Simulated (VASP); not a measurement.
## Tc: relaxation of cell and atoms with PBEsol

The system is Tc.

```
Tc
1.0
     2.74000    0.00000    0.00000
    -1.37000    2.37291    0.00000
     0.00000    0.00000    4.39800
Tc
2
Direct
  0.66667 0.33333 0.75000
  0.33333 0.66667 0.25000
```

| Item | Value |
| --- | --- |
| Program | VASP 6.6.1 |
| Task | relaxation of cell and atoms |
| Functional | PBEsol |
| Potentials or basis | VASP PAW PBE potentials, release 64 (Tc_pv) |
| Cutoff | 600 eV |
| k mesh | 11 × 11 × 6 |
| Occupations | fermi-dirac, width 0.05 eV |
| Spin | no spin polarisation |
| Target pressure | 2 GPa |
| Dipole correction | no |
| Further INCAR settings | ALGO = Normal; EDIFF = 1e-07; IBRION = 2; EDIFFG = -0.01; NSW = 60; ISIF = 3 |

- Relaxed volume: 13.89 Å³/atom
- Relaxed cell: a = 2.714 Å, b = 2.714 Å, c = 4.356 Å, α = 90.00°, β = 90.00°, γ = 120.00°
- Space group after relaxing (to 0.05 Å): P6_3/mmc (No. 194)
- Energy change on relaxing (the enthalpy is what falls): -6.8 meV/atom
- Ionic steps: 4
- Pressure after relaxing: 2.0 GPa
- Band gap on the k mesh: zero (band 13 reaches 14.51 eV, above the bottom of band 14 at 11.26 eV)

The path:
| step | energy change (eV) | largest force (eV/Å) | pressure (GPa) | volume (Å³) |
| --- | --- | --- | --- | --- |
| 1 | 0.0000 | 0.0000 | -7.10 | 28.59 |
| 2 | 0.2772 | 0.0000 | 39.45 | 25.37 |
| 3 | -0.0139 | 0.0000 | 1.63 | 27.81 |
| 4 | -0.0136 | 0.0000 | 1.96 | 27.79 |

Final structure:
```
Tc
1.0
     2.71408    0.00000    0.00000
    -1.35704    2.35046    0.00000
     0.00000    0.00000    4.35588
Tc
2
Direct
  0.66667 0.33333 0.75000
  0.33333 0.66667 0.25000
```

Levels at points of the mesh, in eV from the Fermi level:
| k point | band 11 | band 12 | band 13 | band 14 | band 15 | band 16 |
| --- | --- | --- | --- | --- | --- | --- |
| (0.00, 0.00, 0.00) | -1.55 | -0.86 | -0.86 | -0.12 | -0.12 | 1.73 |
| (0.00, 0.00, 0.50) | -1.75 | -1.75 | -1.75 | -1.75 | 1.97 | 1.97 |

Wall time 83 s on 1 thread of Intel Xeon 6975P-C (shared host), peak memory 0.18 GiB.

Caveat: the cell is relaxed towards a set pressure, so the enthalpy falls and the energy may rise; the PAW data sets were made with another functional, which shifts forces and pressure a little.
